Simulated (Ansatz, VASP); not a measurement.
# NiO in VASP and in Ansatz

Contents of INCAR:

```
SYSTEM = NiO
PREC     = Accurate       ! precision mode
ENCUT    = 520            ! plane-wave cutoff, eV
EDIFF    = 1E-6           ! SCF threshold, eV
ISMEAR   = 0              ! smearing method
SIGMA    = 0.1            ! smearing width, eV
LREAL    = .FALSE.        ! projectors in reciprocal space
LASPH    = .TRUE.         ! aspherical terms in the spheres
NELM     = 150            ! most SCF steps
ALGO     = Normal         ! electronic algorithm
ISIF     = 2              ! what is computed and relaxed
LWAVE    = .FALSE.        ! write WAVECAR
LCHARG   = .FALSE.        ! write CHGCAR
ISPIN    = 2              ! spin polarisation
MAGMOM   = 1.14 0.2       ! initial moments
LORBIT   = 11             ! projections on sites
LMAXMIX  = 4              ! l up to which the mixer works
GGA      = PS             ! functional
NBANDS   = 19             ! bands
```

Contents of KPOINTS:

```
regular mesh
0
G
  18 18 18
  0 0 0
```

Contents of POSCAR:

```
NiO
1.0
    0.0000000000      1.9943632506      1.9943632506
    1.9943632506      0.0000000000      1.9943632506
    1.9943632506      1.9943632506      0.0000000000
Ni O
1 1
Direct
    0.0000000000      0.0000000000      0.0000000000
    0.5000000000      0.5000000000      0.5000000000
```

Input for Ansatz:

```yaml
crystal:
  lattice:
    - [0.0, 1.9943632506, 1.9943632506]
    - [1.9943632506, 0.0, 1.9943632506]
    - [1.9943632506, 1.9943632506, 0.0]
  atoms:
    - { symbol: Ni, position: [0.0, 0.0, 0.0], spin: 1.14 }
    - { symbol: O, position: [0.5, 0.5, 0.5], spin: 0.2 }
basis:
  ecutwfc: 420
kpoints:
  mp_grid: { grid: [18, 18, 18] }
hamiltonian:
  xc: pbesol
scf:
  occupations: { method: gaussian, width: 0.1 }
output:
  forces: true
  stress: true
  eigenvalues: true
  populations: true
magnetization:
  spin_polarized: true
```

Alike in both runs: task single point; functional PBEsol; k mesh 18 × 18 × 18; occupations gaussian, width 0.1 eV; collinear spin.

```csv
,VASP,Ansatz
version,VASP 6.6.1,Ansatz 0.2.0
potentials or method,"VASP PAW PBE potentials, release 64 (Ni, O), cutoff 520 eV","scalar-relativistic, plane waves, PAW"
valence electrons in the cell,16,24
```

|  | VASP | Ansatz | Ansatz less VASP |
| --- | --- | --- | --- |
| gap on the k mesh at the Fermi level (eV) | none | none | - |
| pressure (GPa) | 22.5 | 21.9 | -0.63 |
| net moment per atom (μB) | 0.10 | 0.09 | -0.010 |
| size of the moment on the site where the two differ most (μB) | 0.17 | 0.15 | -0.016 |

VASP's potentials were made for PBE, not for PBEsol. Site moments also hang on the region over which each program counts them. A gap of «none» marks a metal or a gap that the smearing closes. VASP's potentials hold 16 valence electrons a cell and Ansatz's 24, so a difference there can come from the potentials and not from the codes.
